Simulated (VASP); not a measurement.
Write the native input for VASP 6.6.1 that does the following.

| Property | Result |
| --- | --- |
| Task | single point |
| Functional | PBE |
| Potentials or basis | VASP PAW PBE potentials, release 64 (Sn_d, O) |
| Cutoff | 520 eV |
| k mesh | 10 × 10 × 8 |
| Occupations | gaussian, width 0.05 eV |
| Spin | no spin polarisation |
| Dipole correction | no |
| Further INCAR settings | ALGO = Normal; EDIFF = 1e-06; NBANDS = 28 |

The structure of SnO lies in POSCAR:

```
SnO
1.0
    3.8681707514      0.0000000000      0.0000000000
    0.0000000000      3.8681707514      0.0000000000
    0.0000000000      0.0000000000      5.0672768981
Sn O
2 2
Direct
    0.0000000000      0.5000000000      0.2287361932
    0.5000000000      0.0000000000      0.7712638068
   -0.0517040257      0.0000000000      0.0000000000
    0.5000000000      0.5000000000      0.0000000000
```

This cell differs from its parent crystal: atom 3 (O) moved by (-0.200, +0.000) A along x and z.

The input as run:

INCAR

```
ALGO = Normal
EDIFF = 1E-6
ENCUT = 520
GGA = PE
ISIF = 2
ISMEAR = 0
LASPH = True
LCHARG = True
LELF = True
LREAL = False
LVHAR = True
LWAVE = False
NBANDS = 28
NELM = 80
PREC = Accurate
SIGMA = 0.05
```

KPOINTS

```
k-points
0
Gamma
  10 10 8
```

Potentials or basis: VASP PAW PBE potentials, release 64 (Sn_d, O).

Run with:

```bash
$ cat potpaw_PBE.64/Sn_d/POTCAR potpaw_PBE.64/O/POTCAR > POTCAR
$ mpirun -np 1 vasp_std > vasp.out
```

It gave:

```
Pressure               : 1.3 GPa
Largest force          : 1.608 eV/Å
Band gap on the k mesh : 0.50 eV (least direct gap 1.85 eV)
```

Caveat: the cell differs from its parent crystal (atom 3 (O) moved by (-0.200, +0.000) A along x and z); spin-orbit coupling is left out, which moves the levels of the heavy elements; forces of over 1 eV/Å act on the atoms, so gaps and moduli don't describe the material at rest.

Wall time 12 min on 1 thread of Intel Xeon 8259CL, on a shared host, peak memory 0.51 GiB.
